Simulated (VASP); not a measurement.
# HfN (F-43m) in VASP: further runs, part 2 of 3

VASP 6.6.1.

## (3) Single point, LDA

This run uses another cell than the first one, of 15.19 Å³/atom, 1.027 times its volume.

INCAR

```
PREC = Accurate ; ENCUT = 520
EDIFF = 1E-7 ; ISMEAR = 1
SIGMA = 0.1 ; LREAL = F
LASPH = T ; NELM = 80
ALGO = Normal ; ISIF = 2
LWAVE = F ; LCHARG = F
NBANDS = 14
```

KPOINTS

```
Automatic mesh
0
Gamma
  10 10 10
```

POSCAR

```
HfN
1.0
    0.0000000000      2.4764494845      2.4764494845
    2.4764494845      0.0000000000      2.4764494845
    2.4764494845      2.4764494845      0.0000000000
Hf N
1 1
Direct
    0.0000000000      0.0000000000      0.0000000000
    0.7500000000      0.7500000000      0.7500000000
```

Potentials or basis: VASP PAW LDA potentials, release 64 (Hf_pv, N).

Started as:

```bash
> cat potpaw_LDA.64/Hf_pv/POTCAR potpaw_LDA.64/N/POTCAR > POTCAR
> mpirun -np 1 vasp_std > vasp.out
```

OUTCAR:

```text
PREC = Accurate
   ENCUT = 520
   EDIFF = 1E-7
   ISMEAR = 1
   LREAL = F
   LASPH = T
   NELM = 80
   ISIF = 2

 ion  position               nearest neighbor table
   1  0.000  0.000  0.000-   2 2.14   2 2.14   2 2.14   2 2.14
   2  0.750  0.750  0.750-   1 2.14   1 2.14   1 2.14   1 2.14

  LATTYP: Found a face centered cubic cell.
 ALAT       =     4.9528989690

  Lattice vectors:

 A1 = (   0.0000000000,   2.4764494845,   2.4764494845)
 A2 = (   2.4764494845,   0.0000000000,   2.4764494845)
 A3 = (   2.4764494845,   2.4764494845,   0.0000000000)

Analysis of symmetry for initial positions (statically):
=====================================================================
 Subroutine PRICEL returns:
 Original cell was already a primitive cell.

 Routine SETGRP: Setting up the symmetry group for a
 face centered cubic supercell.

 Subroutine GETGRP returns: Found 24 space group operations
 (whereof 24 operations were pure point group operations)
 out of a pool of 48 trial point group operations.

The static configuration has the point symmetry T_d .

Analysis of symmetry for dynamics (positions and initial velocities):
=====================================================================
 Subroutine PRICEL returns:
 Original cell was already a primitive cell.

 Routine SETGRP: Setting up the symmetry group for a
 face centered cubic supercell.

 Subroutine GETGRP returns: Found 24 space group operations
 (whereof 24 operations were pure point group operations)
 out of a pool of 48 trial point group operations.

The dynamic configuration has the point symmetry T_d .

 Subroutine INISYM returns: Found 24 space group operations
 (whereof 24 operations are pure point group operations),
 and found     1 'primitive' translations

----------------------------------------------------------------------------------------

                                     Primitive cell

  volume of cell :      30.3751

  direct lattice vectors                    reciprocal lattice vectors
     0.000000000  2.476449484  2.476449484    -0.201901958  0.201901958  0.201901958
     2.476449484  0.000000000  2.476449484     0.201901958 -0.201901958  0.201901958
     2.476449484  2.476449484  0.000000000     0.201901958  0.201901958 -0.201901958

  length of vectors
     3.502228448  3.502228448  3.502228448     0.349704450  0.349704450  0.349704450

  position of ions in fractional coordinates (direct lattice)
     0.000000000  0.000000000  0.000000000
     0.750000000  0.750000000  0.750000000

  ion indices of the primitive-cell ions
   primitive index   ion index
                 1           1
                 2           2

----------------------------------------------------------------------------------------

 KPOINTS: Automatic mesh

Automatic generation of k-mesh.
 Grid dimensions read from file:
 generate k-points for:   10   10   10

 Generating k-lattice:

  Cartesian coordinates                     Fractional coordinates (reciprocal lattice)
    -0.020190196  0.020190196  0.020190196     0.100000000  0.000000000  0.000000000
     0.020190196 -0.020190196  0.020190196     0.000000000  0.100000000  0.000000000
     0.020190196  0.020190196 -0.020190196     0.000000000  0.000000000  0.100000000

  Length of vectors
     0.034970445  0.034970445  0.034970445

  Shift w.r.t. Gamma in fractional coordinates (k-lattice)
     0.000000000  0.000000000  0.000000000

 Subroutine IBZKPT returns following result:
 ===========================================

 Found     47 irreducible k-points:

 Following reciprocal coordinates:
            Coordinates               Weight
  0.000000  0.000000  0.000000      1.000000
  0.100000  0.000000  0.000000      8.000000
  0.200000  0.000000  0.000000      8.000000
  0.300000  0.000000  0.000000      8.000000
  0.400000  0.000000  0.000000      8.000000
  0.500000  0.000000  0.000000      4.000000
[... 16 lines left out ...]
  0.300000  0.300000  0.000000      6.000000
  0.400000  0.300000  0.000000     24.000000
 [... further k-points ...]
   k-points           NKPTS =     47   k-points in BZ     NKDIM =     47   number of bands    NBANDS=     14
   number of dos      NEDOS =    301   number of ions     NIONS =      2
   total plane-waves  NPLWV =  21952
   dimension x,y,z NGX =    28 NGY =   28 NGZ =   28
   dimension x,y,z NGXF=    56 NGYF=   56 NGZF=   56
   ions per type =               1   1
   NGX,Y,Z   is equivalent  to a cutoff of  13.29, 13.29, 13.29 a.u.
   NGXF,Y,Z  is equivalent  to a cutoff of  26.58, 26.58, 26.58 a.u.
 SYSTEM =  unknown system
   PREC   = accura    normal or accurate (medium, high low for compatibility)
   ISTART =      0    job   : 0-new  1-cont  2-samecut
   ICHARG =      2    charge: 1-file 2-atom 10-const
   ISPIN  =      1    spin polarized calculation?
   LNONCOLLINEAR =      F non collinear calculations
   LSORBIT =      F    spin-orbit coupling
   LASPH  =      T    aspherical Exc in radial PAW
   ENCUT  =  520.0 eV  38.22 Ry    6.18 a.u.   6.51  6.51  6.51*2*pi/ulx,y,z
   NELM   =     80;   NELMIN=  2; NELMDL= -5     # of ELM steps
   EDIFF  = 0.1E-06   stopping-criterion for ELM
   LREAL  =      F    real-space projection
   EDIFFG = 0.1E-05   stopping-criterion for IOM
   NSW    =      0    number of steps for IOM
   IBRION =     -1    ionic relax: 0-MD 1-quasi-New 2-CG
   NFREE  =      0    steps in history (QN), initial steepest desc. (CG)
   ISIF   =      2    stress and relaxation
   ISYM   =      2    0-nonsym 1-usesym 2-fastsym
   POTIM  = 0.5000    time-step for ionic-motion
   TEBEG  =    0.0;   TEEND  =   0.0 temperature during run
   PSTRESS=    0.0 pullay stress
   NELECT =      15.0000    total number of electrons
   NUPDOWN=      -1.0000    fix difference up-down
   EMIN   =  10.00;   EMAX   =-10.00  energy-range for DOS
   EFERMI =   0.00;   METHOD = LEGACY
   ISMEAR =     1;   SIGMA  =   0.10  broadening in eV -4-tet -1-fermi 0-gaus
   EFERMI_NEDOS =   21; number of points for ismear=-14 and -15
   IALGO  =     38    algorithm
   IMIX   =      4    mixing-type and parameters
     AMIX     =   0.40;   BMIX     =  1.00
     AMIX_MAG =   1.60;   BMIX_MAG =  1.00
  volume/ion in A,a.u.               =      15.19       102.49
  Fermi-wavevector in a.u.,A,eV,Ry     =   1.293995  2.445295 22.781893  1.674422
  Thomas-Fermi vector in A             =   2.425605
   LORBIT       =      0    0 simple, 1 ext, 2 COOP (PROOUT), +10 PAW based schemes
   GGA     = CA    functional components
   LHFCALC =     F    Hartree Fock is set to
   AEXX    =    0.0000 exact exchange contribution
   IVDW    =     0    specifies the selected vdW correction
   LEPSILON=     F    determine dielectric tensor
   LRPA    =     F    only Hartree local field effects (RPA)
 non-spin polarized calculation
 Methfessel and Paxton  Order N= 1 SIGMA  =   0.10
  energy-cutoff  :      520.00
  volume of cell :       30.38
 maximum number of plane-waves:       869
 NGX is ok and might be reduce to    28
   NGX = 13   NGY = 13   NGZ = 13

 number of electron      14.9999999 magnetization

 Free energy of the ion-electron system (eV)
  ---------------------------------------------------
  ext. energy  EPLUGINS =         0.00000000
  ---------------------------------------------------
  free energy    TOTEN  =       -22.95762844 eV

  energy without entropy =      -22.95747505  energy(sigma->0) =      -22.95757731

 E-fermi :   5.3444     XC(G=0): -11.3839

 val. band max:        5.3204674347   @ k =   0.3000   0.2000   0.0000
 cond. band min:       5.3633417602   @ k =   0.1000   0.1000   0.0000
 fundamental gap:      0.0428743255
 Fermi energy:         5.3443617667

 k-point     1 :       0.0000    0.0000    0.0000
  band No.  band energies     occupation
      1     -25.6667      2.00000
      2     -25.6667      2.00000
      3     -25.6667      2.00000
      4     -10.4172      2.00000
      5       0.0340      2.00000
      6       0.0340      2.00000
      7       0.0340      2.00000
      8       4.6819      2.00000
      9       7.4190      0.00000
     10       7.4190      0.00000
     11      11.7338      0.00000
     12      11.7338      0.00000
     13      11.7338      0.00000
     14      16.6303      0.00000
[... 375 lines left out ...]
 k-point    24 :       0.4000    0.3000    0.0000
  band No.  band energies     occupation
      1     -26.0116      2.00000
      2     -25.7928      2.00000
      3     -25.7796      2.00000
      4      -9.2374      2.00000
      5      -1.2208      2.00000
      6       1.2290      2.00000
      7       1.2976      2.00000
      8       4.6088      2.00000
      9       8.0012      0.00000
     10       8.6417      0.00000
     11      10.5802      0.00000
     12      10.9750      0.00000
     13      11.9390      0.00000
     14      16.2060      0.00000

 [... further k-points ...]
[... 5 lines left out ...]
  --------------------------------------------------------------------------------------
  -------------------------------------------------------------------------------------
  Total       -2.7174306     -2.7174306     -2.7174306      0.0000000      0.0000000     -0.0000000
  in kB     -143.3344666   -143.3344666   -143.3344666      0.0000000      0.0000000     -0.0000000
  external PRESSURE =    -143.3344666 kB  Pullay stress =       0.0000000 kB

 VOLUME and BASIS-vectors are now :
 -----------------------------------------------------------------------------
  energy-cutoff  :      520.00
  volume of cell :       30.38
      direct lattice vectors                 reciprocal lattice vectors
     0.000000000  2.476449484  2.476449484    -0.201901958  0.201901958  0.201901958
     2.476449484  0.000000000  2.476449484     0.201901958 -0.201901958  0.201901958
     2.476449484  2.476449484  0.000000000     0.201901958  0.201901958 -0.201901958

 POSITION                                       TOTAL-FORCE (eV/Angst)
 -----------------------------------------------------------------------------------
      0.00000      0.00000      0.00000         0.000000     -0.000000     -0.000000
      3.71467      3.71467      3.71467        -0.000000      0.000000      0.000000
 -----------------------------------------------------------------------------------
    total drift:                                0.000000      0.000000      0.000000

  FREE ENERGIE OF THE ION-ELECTRON SYSTEM (eV)
  ---------------------------------------------------
  free  energy   TOTEN  =       -22.9576284421 eV

  energy  without entropy=      -22.9574750505  energy(sigma->0) =      -22.95757731
```

OSZICAR:

```text
N       E                     dE             d eps       ncg     rms          rms(c)
DAV:   1     0.408373651730E+02    0.40837E+02   -0.76548E+03  1316   0.968E+02
DAV:   2    -0.241661441935E+02   -0.65004E+02   -0.61021E+02  1724   0.226E+02
DAV:   3    -0.265547646512E+02   -0.23886E+01   -0.23809E+01  1604   0.354E+01
DAV:   4    -0.265678788203E+02   -0.13114E-01   -0.13113E-01  1502   0.318E+00
DAV:   5    -0.265680235897E+02   -0.14477E-03   -0.14477E-03  1586   0.298E-01    0.523E+01
DAV:   6    -0.232027536023E+02    0.33653E+01   -0.13641E+01  1346   0.245E+01    0.389E+01
DAV:   7    -0.230013356002E+02    0.20142E+00   -0.78027E-01  1388   0.663E+00    0.250E+01
DAV:   8    -0.229664224886E+02    0.34913E-01   -0.14486E-01  1520   0.324E+00    0.668E+00
DAV:   9    -0.229578015211E+02    0.86210E-02   -0.21113E-02  1508   0.112E+00    0.164E+00
DAV:  10    -0.229576842120E+02    0.11731E-03   -0.13233E-03  1670   0.303E-01    0.333E-01
DAV:  11    -0.229576294052E+02    0.54807E-04   -0.15716E-04  1514   0.105E-01    0.676E-02
DAV:  12    -0.229576285332E+02    0.87205E-06   -0.14355E-05  1766   0.294E-02    0.240E-02
DAV:  13    -0.229576284421E+02    0.91113E-07   -0.34382E-07  1426   0.537E-03
   1 F= -.22957628E+02 E0= -.22957577E+02  d E =-.153392E-03
```

stdout:

```text
POSCAR found type information on POSCAR HfN
 POSCAR found :  2 types and       2 ions
 scaLAPACK will be used
 LDA part: xc-table for (Slater(with rela. corr.)+CA(PZ))
 , standard interpolation
 POSCAR, INCAR and KPOINTS ok, starting setup
 FFT: planning ... GRIDC
 FFT: planning ... GRID_SOFT
 FFT: planning ... GRID
 WAVECAR not read
 entering main loop
```

Run time: 24 s. Hardware: 1 thread of Intel Xeon Platinum 8375C at 2.90GHz (Ice Lake), shared host; peak memory 0.15 GiB.

Results:

| Property | Result |
| --- | --- |
| Free energy | -22.9576 eV |
| Pressure | -14.3 GPa |

Caveat: spin-orbit coupling is left out, which moves the levels of the heavy elements.

(Part 2 of 3 ends here.)
